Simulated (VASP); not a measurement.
Input of a VASP 6.6.1 run:

File POSCAR:

```
SnSe
1.0
    0.0000000000      3.0398039185      3.0398039185
    3.0398039185      0.0000000000      3.0398039185
    3.0398039185      3.0398039185      0.0000000000
Sn Se
1 1
Direct
    0.0000000000      0.0000000000      0.0000000000
    0.5000000000      0.5000000000      0.5000000000
```

Contents of INCAR.step1:

```
PREC = Accurate
ENCUT = 520
ISMEAR = 0
SIGMA = 0.02
LREAL = F
LASPH = T
NELM = 60
NBANDS = 17
GGA = PE
ALGO = Normal
EDIFF = 1E-4
LWAVE = T
LCHARG = F
```

Contents of INCAR.step2:

```
PREC = Accurate
ENCUT = 520
EDIFF = 1E-6
ISMEAR = 0
SIGMA = 0.02
LREAL = F
LASPH = T
NELM = 60
ALGO = Normal
ISIF = 2
LWAVE = F
LCHARG = F
METAGGA = R2SCAN
LMIXTAU = T
NBANDS = 17
ISTART = 1
```

The input KPOINTS:

```
regular mesh
0
Gamma
  10 10 10
```

Potentials or basis: VASP PAW PBE potentials, release 64 (Sn_d, Se).

The run is started by

```sh
$ cat potpaw_PBE.64/Sn_d/POTCAR potpaw_PBE.64/Se/POTCAR > POTCAR
$ cp INCAR.step1 INCAR
$ mpirun -np 1 vasp_std > vasp.out
$ cp INCAR.step2 INCAR
$ mpirun -np 1 vasp_std > vasp.out
```

(1) Predict the band gap on the k mesh.

(2) Estimate the pressure.

Answers

(1) 0.32 eV, direct.

(2) -1.5 GPa.

Caveat: the PAW data sets were made with another functional, which shifts forces and pressure a little; spin-orbit coupling is left out, which moves the levels of the heavy elements.
